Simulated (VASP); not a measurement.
A run of VASP 6.6.1:

File INCAR:

```
SYSTEM = Pt
PREC = Accurate ; ENCUT = 520
EDIFF = 1E-7 ; ISMEAR = 0
SIGMA = 0.15 ; LREAL = .False.
LASPH = .True. ; NELM = 80
ALGO = Fast ; ISIF = 2
LWAVE = .False. ; LCHARG = .False.
GGA = PS ; NBANDS = 11
```

KPOINTS

```
Automatic mesh
0
Gamma
  24 24 24
  0 0 0
```

Contents of POSCAR:

```
Pt
1.0
    0.0000000000      1.9847238812      1.9053349259
    1.9847238812      0.0000000000      1.9053349259
    1.9847238812      1.9847238812      0.0000000000
Pt
1
Direct
    0.0000000000      0.0000000000      0.0000000000
```

Potentials or basis: VASP PAW PBE potentials, release 64 (Pt).

Run with:

```sh
$ cat potpaw_PBE.64/Pt/POTCAR > POTCAR
$ mpirun -np 1 vasp_std > vasp.out
```

Hardware: 1 thread of Intel(R) Xeon(R) 6975P-C (Granite Rapids), on a shared host.

**Question.** How long does it take, and how much memory?

**Answer.** Run time: 64 s on 1 thread of Intel(R) Xeon(R) 6975P-C (Granite Rapids), with other jobs on the host, peak memory 0.28 GiB. Counts: scf iterations 14, k points 1063.
